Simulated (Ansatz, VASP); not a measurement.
**BiS4: VASP beside Ansatz**

```
Bi S
1.0
     4.91484    0.00000    0.00000
     0.00000    4.91484    0.00000
     0.00000    0.00000    4.91484
Bi S
1 4
Direct
  0.00000 0.00000 0.00000
  0.30801 0.30801 0.30801
  0.69199 0.69199 0.30801
  0.30801 0.69199 0.69199
  0.69199 0.30801 0.69199
```

Change from the starting cell: species swapped into the SnI4 type (P-43m, No. 215).

Alike in both runs: task relaxation of cell and atoms; functional PBE; k mesh 8 × 8 × 8; occupations gaussian, width 0.1 eV; no spin polarisation.

|  | VASP | Ansatz |
| --- | --- | --- |
| version | VASP 6.6.1 | Ansatz 0.2.0 |
| potentials or method | VASP PAW PBE potentials, release 64 (Bi_d, S), cutoff 600 eV | scalar-relativistic, plane waves, PAW |
| valence electrons in the cell | 39 | 39 |

```csv
,VASP,Ansatz,Ansatz less VASP
"gap on the k mesh at the Fermi level, each at its own relaxed structure (eV)",none,none,-
relaxed volume (Å³/atom),23.59,23.63,+0.041
relaxed length of the cell vector where the two differ most in proportion (Å),4.904,4.907,+0.0028
```

A gap of «none» marks a metal or a gap that the smearing closes.

Spin-orbit coupling is off throughout.
